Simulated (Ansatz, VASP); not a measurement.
## Two plane-wave programs on InGa2O

The input INCAR:

```
SYSTEM = InGa2O
ALGO = Normal
EDIFF = 1E-7
ENCUT = 520
GGA = PE
ISIF = 2
ISMEAR = 0
LASPH = .TRUE.
LCHARG = .FALSE.
LREAL = .FALSE.
LWAVE = .FALSE.
NBANDS = 30
NELM = 100
PREC = Accurate
SIGMA = 0.1
```

The input KPOINTS:

```
k-points
0
G
  6 6 6
  0 0 0
```

The input POSCAR:

```
InGa2O
1.0
    2.3439553500      1.3532832500      3.6252330300
   -2.3439553500      1.3532832500      3.6252330300
    0.0000000000     -2.7065665100      3.6252330300
In Ga O
1 2 1
Direct
    0.5000000000      0.5000000000      0.5000000000
    0.8209138500      0.8209138500      0.8209138500
    0.1790861500      0.1790861500      0.1790861500
    0.0000000000      0.0000000000      0.0000000000
```

Input for Ansatz:

```yaml
crystal:
  lattice:
    - [2.34395535, 1.35328325, 3.62523303]
    - [-2.34395535, 1.35328325, 3.62523303]
    - [0.0, -2.70656651, 3.62523303]
  atoms:
    - { symbol: In, position: [0.5, 0.5, 0.5] }
    - { symbol: Ga, position: [0.82091385, 0.82091385, 0.82091385] }
    - { symbol: Ga, position: [0.17908615, 0.17908615, 0.17908615] }
    - { symbol: O, position: [0.0, 0.0, 0.0] }
basis:
  ecutwfc: 420
kpoints:
  mp_grid: { grid: [6, 6, 6] }
hamiltonian:
  xc: pbe
scf:
  occupations: { method: gaussian, width: 0.1 }
  lower_state_search: "off"
output:
  forces: true
  stress: true
  eigenvalues: true
```

Alike in both runs: task single point; functional PBE; k mesh 6 × 6 × 6; occupations gaussian, width 0.1 eV; no spin polarisation.

|  | VASP | Ansatz |
| --- | --- | --- |
| version | VASP 6.6.1 | Ansatz 0.2.0 |
| potentials or method | VASP PAW PBE potentials, release 64 (In_d, Ga_d, O), cutoff 520 eV | scalar-relativistic, plane waves, PAW |
| valence electrons in the cell | 45 | 45 |

Ansatz gave:

```
gap on the k mesh at the Fermi level (eV)                     : none
pressure (GPa)                                                : 9.8
traceless stress, the component that is largest in VASP (GPa) : -14.59
rms of the force components (eV/Å)                            : 0.358
```

What did VASP give for the same quantities?

gap on the k mesh at the Fermi level (eV): none; pressure (GPa): 9.9; traceless stress, the component that is largest in VASP (GPa): -14.38; rms of the force components (eV/Å): 0.339.

Atom by atom the forces differ by 0.020 eV/Å (rms over components). A gap of «none» marks a metal or a gap that the smearing closes.
